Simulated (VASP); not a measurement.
# MgO (P6_3/mmc) in VASP: further runs

Runs on MgO. Level: PBE. Tasks: single point.

Everything below comes from runs of VASP 6.6.1. Logs are shortened: lines on timing, memory, paths and dates and some standing lists are left out, and cuts for length are marked.

## Step 1: The cell of the first run

Symmetry: P6_3/mmc, No. 194, hexagonal system. Conventional cell: a = 2.714 Å, b = 2.714 Å, c = 10.401 Å, α = 90.00°, β = 90.00°, γ = 120.00°. Mg (site symmetry 3m) has 6 O at 2.02 to 2.05 Å and 1 Mg at 2.64 Å within 2.7 Å. O (site symmetry -3m) has 6 Mg at 2.02 Å within 2.7 Å. Within 2.7 Å of O (site symmetry -6m2) lie 6 Mg at 2.05 Å.

## Step 2: Single point, PBE

INCAR

```
PREC = Accurate ; ENCUT = 520
EDIFF = 1E-6 ; ISMEAR = 0
SIGMA = 0.1 ; LREAL = False
LASPH = True ; NELM = 80
ALGO = Normal ; ISIF = 2
LWAVE = False ; LCHARG = False
GGA = PE ; NBANDS = 26
```

KPOINTS

```
Automatic mesh
0
Gamma
  6 6 2
```

POSCAR

```
MgO
1.0
    2.7140303300      0.0000000000      0.0000000000
   -1.3570151700      2.3504192200      0.0000000000
    0.0000000000      0.0000000000     10.4009428200
Mg O
4 4
Direct
    0.6666666700      0.3333333300      0.8771510100
    0.3333333300      0.6666666700      0.1228489900
    0.3333333300      0.6666666700      0.3771510100
    0.6666666700      0.3333333300      0.6228489900
    0.0000000000      0.0000000000      0.0000000000
    0.0000000000      0.0000000000      0.5000000000
    0.6666666700      0.3333333300      0.2500000000
    0.3333333300      0.6666666700      0.7500000000
```

Potentials or basis: VASP PAW PBE potentials, release 64 (Mg, O).

Run with:

```sh
$ cat potpaw_PBE.64/Mg/POTCAR potpaw_PBE.64/O/POTCAR > POTCAR
$ mpirun -np 1 vasp_std > vasp.out
```

OUTCAR:

```text
PREC = Accurate
   ENCUT = 520
   EDIFF = 1E-6
   ISMEAR = 0
   LREAL = False
   LASPH = True
   NELM = 80
   ISIF = 2
   GGA = PE

 ion  position               nearest neighbor table
   1  0.667  0.333  0.877-   5 2.02   5 2.02   5 2.02   8 2.05   8 2.05   8 2.05   4 2.64   2 3.00
                             2 3.00   2 3.00
   2  0.333  0.667  0.123-   5 2.02   5 2.02   5 2.02   7 2.05   7 2.05   7 2.05   3 2.64   1 3.00
                             1 3.00   1 3.00
   3  0.333  0.667  0.377-   6 2.02   6 2.02   6 2.02   7 2.05   7 2.05   7 2.05   2 2.64   4 3.00
                             4 3.00   4 3.00
   4  0.667  0.333  0.623-   6 2.02   6 2.02   6 2.02   8 2.05   8 2.05   8 2.05   1 2.64   3 3.00
                             3 3.00   3 3.00
   5  0.000  0.000  0.000-   1 2.02   2 2.02   1 2.02   2 2.02   1 2.02   2 2.02
   6  0.000  0.000  0.500-   3 2.02   4 2.02   4 2.02   3 2.02   4 2.02   3 2.02
   7  0.667  0.333  0.250-   2 2.05   3 2.05   2 2.05   3 2.05   2 2.05   3 2.05
   8  0.333  0.667  0.750-   1 2.05   4 2.05   1 2.05   4 2.05   1 2.05   4 2.05

  LATTYP: Found a hexagonal cell.
 ALAT       =     2.7140303300
 C/A-ratio  =     3.8322868779

  Lattice vectors:

 A1 = (   2.7140303300,   0.0000000000,   0.0000000000)
 A2 = (  -1.3570151700,   2.3504192200,   0.0000000000)
 A3 = (   0.0000000000,   0.0000000000,  10.4009428200)

Analysis of symmetry for initial positions (statically):
=====================================================================
 Subroutine PRICEL returns:
 Original cell was already a primitive cell.

 Routine SETGRP: Setting up the symmetry group for a
 hexagonal supercell.

 Subroutine GETGRP returns: Found 24 space group operations
 (whereof 12 operations were pure point group operations)
 out of a pool of 24 trial point group operations.

The static configuration has the point symmetry D_3d.
 The point group associated with its full space group is D_6h.

Analysis of symmetry for dynamics (positions and initial velocities):
=====================================================================
 Subroutine PRICEL returns:
 Original cell was already a primitive cell.

 Routine SETGRP: Setting up the symmetry group for a
 hexagonal supercell.

 Subroutine GETGRP returns: Found 24 space group operations
 (whereof 12 operations were pure point group operations)
 out of a pool of 24 trial point group operations.

The dynamic configuration has the point symmetry D_3d.
 The point group associated with its full space group is D_6h.

 Subroutine INISYM returns: Found 24 space group operations
 (whereof 12 operations are pure point group operations),
 and found     1 'primitive' translations

----------------------------------------------------------------------------------------

                                     Primitive cell

  volume of cell :      66.3487

  direct lattice vectors                    reciprocal lattice vectors
     2.714030330  0.000000000  0.000000000     0.368455720  0.212728009  0.000000000
    -1.357015170  2.350419220  0.000000000     0.000000000  0.425456017  0.000000000
     0.000000000  0.000000000 10.400942820     0.000000000  0.000000000  0.096145130

  length of vectors
     2.714030330  2.714030339 10.400942820     0.425456019  0.425456017  0.096145130

  position of ions in fractional coordinates (direct lattice)
     0.666666670  0.333333330  0.877151010
     0.333333330  0.666666670  0.122848990
     0.333333330  0.666666670  0.377151010
     0.666666670  0.333333330  0.622848990
     0.000000000  0.000000000  0.000000000
     0.000000000  0.000000000  0.500000000
     0.666666670  0.333333330  0.250000000
     0.333333330  0.666666670  0.750000000

  ion indices of the primitive-cell ions
   primitive index   ion index
                 1           1
                 2           2
                 3           3
                 4           4
                 5           5
                 6           6
                 7           7
                 8           8

----------------------------------------------------------------------------------------

 KPOINTS: Automatic mesh

Automatic generation of k-mesh.
 Grid dimensions read from file:
 generate k-points for:    6    6    2

 Generating k-lattice:

  Cartesian coordinates                     Fractional coordinates (reciprocal lattice)
     0.061409287  0.035454668  0.000000000     0.166666667  0.000000000  0.000000000
     0.000000000  0.070909336  0.000000000     0.000000000  0.166666667  0.000000000
     0.000000000  0.000000000  0.048072565     0.000000000  0.000000000  0.500000000

  Length of vectors
     0.070909336  0.070909336  0.048072565

  Shift w.r.t. Gamma in fractional coordinates (k-lattice)
     0.000000000  0.000000000  0.000000000

 Subroutine IBZKPT returns following result:
 ===========================================

 Found     14 irreducible k-points:

 Following reciprocal coordinates:
            Coordinates               Weight
  0.000000  0.000000  0.000000      1.000000
  0.166667  0.000000  0.000000      6.000000
  0.333333  0.000000  0.000000      6.000000
  0.500000  0.000000  0.000000      3.000000
  0.166667  0.166667  0.000000      6.000000
  0.333333  0.166667  0.000000     12.000000
  0.333333  0.333333  0.000000      2.000000
  0.000000  0.000000  0.500000      1.000000
  0.166667  0.000000  0.500000      6.000000
  0.333333  0.000000  0.500000      6.000000
  0.500000  0.000000  0.500000      3.000000
  0.166667  0.166667  0.500000      6.000000
  0.333333  0.166667  0.500000     12.000000
  0.333333  0.333333  0.500000      2.000000
   k-points           NKPTS =     14   k-points in BZ     NKDIM =     14   number of bands    NBANDS=     26
   number of dos      NEDOS =    301   number of ions     NIONS =      8
   total plane-waves  NPLWV =  32000
   dimension x,y,z NGX =    20 NGY =   20 NGZ =   80
   dimension x,y,z NGXF=    40 NGYF=   40 NGZF=  160
   ions per type =               4   4
   NGX,Y,Z   is equivalent  to a cutoff of  12.25, 12.25, 12.79 a.u.
   NGXF,Y,Z  is equivalent  to a cutoff of  24.50, 24.50, 25.57 a.u.
 SYSTEM =  unknown system
   PREC   = accura    normal or accurate (medium, high low for compatibility)
   ISTART =      0    job   : 0-new  1-cont  2-samecut
   ICHARG =      2    charge: 1-file 2-atom 10-const
   ISPIN  =      1    spin polarized calculation?
   LNONCOLLINEAR =      F non collinear calculations
   LSORBIT =      F    spin-orbit coupling
   LASPH  =      T    aspherical Exc in radial PAW
   ENCUT  =  520.0 eV  38.22 Ry    6.18 a.u.   5.05  5.05 19.34*2*pi/ulx,y,z
   NELM   =     80;   NELMIN=  2; NELMDL= -5     # of ELM steps
   EDIFF  = 0.1E-05   stopping-criterion for ELM
   LREAL  =      F    real-space projection
   EDIFFG = 0.1E-04   stopping-criterion for IOM
   NSW    =      0    number of steps for IOM
   IBRION =     -1    ionic relax: 0-MD 1-quasi-New 2-CG
   NFREE  =      0    steps in history (QN), initial steepest desc. (CG)
   ISIF   =      2    stress and relaxation
   ISYM   =      2    0-nonsym 1-usesym 2-fastsym
   POTIM  = 0.5000    time-step for ionic-motion
   TEBEG  =    0.0;   TEEND  =   0.0 temperature during run
   PSTRESS=    0.0 pullay stress
   NELECT =      32.0000    total number of electrons
   NUPDOWN=      -1.0000    fix difference up-down
   EMIN   =  10.00;   EMAX   =-10.00  energy-range for DOS
   EFERMI =   0.00;   METHOD = LEGACY
   ISMEAR =     0;   SIGMA  =   0.10  broadening in eV -4-tet -1-fermi 0-gaus
   EFERMI_NEDOS =   21; number of points for ismear=-14 and -15
   IALGO  =     38    algorithm
   IMIX   =      4    mixing-type and parameters
     AMIX     =   0.40;   BMIX     =  1.00
     AMIX_MAG =   1.60;   BMIX_MAG =  1.00
  volume/ion in A,a.u.               =       8.29        55.97
  Fermi-wavevector in a.u.,A,eV,Ry     =   1.283849  2.426123 22.426047  1.648268
  Thomas-Fermi vector in A             =   2.416077
   LORBIT       =      0    0 simple, 1 ext, 2 COOP (PROOUT), +10 PAW based schemes
   GGA     = PE    functional components
   LHFCALC =     F    Hartree Fock is set to
   AEXX    =    0.0000 exact exchange contribution
   IVDW    =     0    specifies the selected vdW correction
   LEPSILON=     F    determine dielectric tensor
   LRPA    =     F    only Hartree local field effects (RPA)
 non-spin polarized calculation
 Gauss-broadening in eV      SIGMA  =   0.10
  energy-cutoff  :      520.00
  volume of cell :       66.35
 maximum number of plane-waves:      1812
   NGX = 11   NGY = 11   NGZ = 39

 number of electron      32.0000013 magnetization

 Free energy of the ion-electron system (eV)
  ---------------------------------------------------
  ext. energy  EPLUGINS =         0.00000000
  ---------------------------------------------------
  free energy    TOTEN  =       -45.12674457 eV

  energy without entropy =      -45.12674457  energy(sigma->0) =      -45.12674457

 E-fermi :   5.4816     XC(G=0): -11.6668

 val. band max:        4.9464367813   @ k =   0.0000   0.0000   0.0000
 cond. band min:       9.5541298046   @ k =   0.0000   0.0000   0.0000
 fundamental gap:      4.6076930233
 Fermi energy:         5.4816000752

 k-point     1 :       0.0000    0.0000    0.0000
  band No.  band energies     occupation
      1     -13.7333      2.00000
      2     -13.3997      2.00000
      3     -12.8955      2.00000
      4     -12.4619      2.00000
      5      -1.5480      2.00000
      6       0.3087      2.00000
[... 18 lines left out ...]
     25      22.7182      0.00000
     26      22.7346      0.00000

 k-point     2 :       0.1667    0.0000    0.0000
  band No.  band energies     occupation
      1     -13.3780      2.00000
      2     -13.0985      2.00000
      3     -12.5926      2.00000
      4     -12.2375      2.00000
      5      -1.0559      2.00000
      6       0.5059      2.00000
[... 18 lines left out ...]
     25      19.1529      0.00000
     26      20.3299      0.00000

 k-point     3 :       0.3333    0.0000    0.0000
  band No.  band energies     occupation
      1     -12.5494      2.00000
      2     -12.4169      2.00000
      3     -11.9065      2.00000
      4     -11.7512      2.00000
      5      -0.0052      2.00000
      6       0.2863      2.00000
[... 18 lines left out ...]
     25      18.4010      0.00000
     26      19.2394      0.00000

 k-point     4 :       0.5000    0.0000    0.0000
  band No.  band energies     occupation
      1     -12.0360      2.00000
      2     -12.0218      2.00000
      3     -11.5129      2.00000
      4     -11.4954      2.00000
      5      -0.7274      2.00000
      6      -0.6746      2.00000
[... 18 lines left out ...]
     25      17.9437      0.00000
     26      18.2177      0.00000
[... 206 lines left out ...]
      1     -12.7045      2.00000
      2     -12.7045      2.00000
      3     -11.9710      2.00000
      4     -11.9710      2.00000
      5       0.0399      2.00000
      6       0.0399      2.00000
[... 18 lines left out ...]
     25      18.9828      0.00000
     26      18.9828      0.00000

 k-point    13 :       0.3333    0.1667    0.5000
  band No.  band energies     occupation
      1     -12.0549      2.00000
      2     -12.0549      2.00000
      3     -11.5009      2.00000
      4     -11.5009      2.00000
      5      -0.1292      2.00000
      6      -0.1292      2.00000
[... 18 lines left out ...]
     25      18.4590      0.00000
     26      18.4590      0.00000

 k-point    14 :       0.3333    0.3333    0.5000
  band No.  band energies     occupation
      1     -11.8388      2.00000
      2     -11.8388      2.00000
      3     -11.3240      2.00000
      4     -11.3240      2.00000
      5       0.4462      2.00000
      6       0.4462      2.00000
[... 18 lines left out ...]
     25      18.2198      0.00000
     26      18.2198      0.00000

------------------------ aborting loop because EDIFF is reached ----------------------------------------

  FORCE on cell =-STRESS in cart. coord.  units (eV):
  Direction    XX          YY          ZZ          XY          YZ          ZX
  --------------------------------------------------------------------------------------
  -------------------------------------------------------------------------------------
  Total       20.9567655     20.9567656     -3.7028919     -0.0000000      0.0000000      0.0000000
  in kB      506.0601038    506.0601071    -89.4167507     -0.0000011      0.0000000      0.0000000
  external PRESSURE =     307.5678201 kB  Pullay stress =       0.0000000 kB

 VOLUME and BASIS-vectors are now :
 -----------------------------------------------------------------------------
  energy-cutoff  :      520.00
  volume of cell :       66.35
      direct lattice vectors                 reciprocal lattice vectors
     2.714030330  0.000000000  0.000000000     0.368455720  0.212728009  0.000000000
    -1.357015170  2.350419220  0.000000000     0.000000000  0.425456017  0.000000000
     0.000000000  0.000000000 10.400942820     0.000000000  0.000000000  0.096145130

 POSITION                                       TOTAL-FORCE (eV/Angst)
 -----------------------------------------------------------------------------------
      1.35702      0.78347      9.12320        -0.000000     -0.000000     -0.273379
     -0.00000      1.56695      1.27775        -0.000000      0.000000      0.273379
     -0.00000      1.56695      3.92273        -0.000000      0.000000     -0.273379
      1.35702      0.78347      6.47822        -0.000000     -0.000000      0.273379
      0.00000      0.00000      0.00000        -0.000000      0.000000      0.000000
      0.00000      0.00000      5.20047        -0.000000      0.000000      0.000000
      1.35702      0.78347      2.60024        -0.000000      0.000000      0.000000
     -0.00000      1.56695      7.80071         0.000000     -0.000000      0.000000
 -----------------------------------------------------------------------------------
    total drift:                                0.000003     -0.000002      0.000008

  FREE ENERGIE OF THE ION-ELECTRON SYSTEM (eV)
  ---------------------------------------------------
  free  energy   TOTEN  =       -45.1267445703 eV

  energy  without entropy=      -45.1267445703  energy(sigma->0) =      -45.12674457
```

It took 13 s on 1 thread of Intel Xeon 6975P-C (Granite Rapids), shared host; peak memory 0.17 GiB.

What came out:

- Free energy: -45.1267 eV
- Pressure: 30.8 GPa
- Largest force: 0.273 eV/Å
- Band gap on the k mesh: 4.61 eV, direct

Forces on the atoms (eV/Å):
```
Mg   0.000  0.000 -0.273
Mg   0.000  0.000  0.273
Mg   0.000  0.000 -0.273
Mg   0.000  0.000  0.273
O    0.000  0.000  0.000
O    0.000  0.000  0.000
O    0.000  0.000  0.000
O    0.000  0.000  0.000
```

Levels at points of the mesh, in eV from the valence-band top:
| k point | band 12 | band 13 | band 14 | band 15 | band 16 | band 17 | band 18 | band 19 | band 20 | band 21 |
| --- | --- | --- | --- | --- | --- | --- | --- | --- | --- | --- |
| (0.00, 0.00, 0.00) | -0.66 | -0.10 | -0.10 | 0.00 | 0.00 | 4.61 | 7.45 | 7.57 | 9.36 | 11.31 |
| (0.50, 0.00, 0.00) | -2.22 | -1.62 | -1.58 | -1.02 | -0.97 | 7.26 | 8.28 | 9.27 | 9.71 | 10.12 |
| (0.00, 0.00, 0.50) | -0.71 | -0.05 | -0.05 | -0.05 | -0.05 | 5.63 | 5.63 | 8.95 | 8.95 | 11.28 |
| (0.50, 0.00, 0.50) | -2.53 | -1.60 | -1.60 | -1.00 | -1.00 | 7.99 | 7.99 | 8.94 | 8.94 | 10.52 |

Caveat: the k points lie up to 0.45 Å⁻¹ apart.

(Part 1 of 2 ends here.)
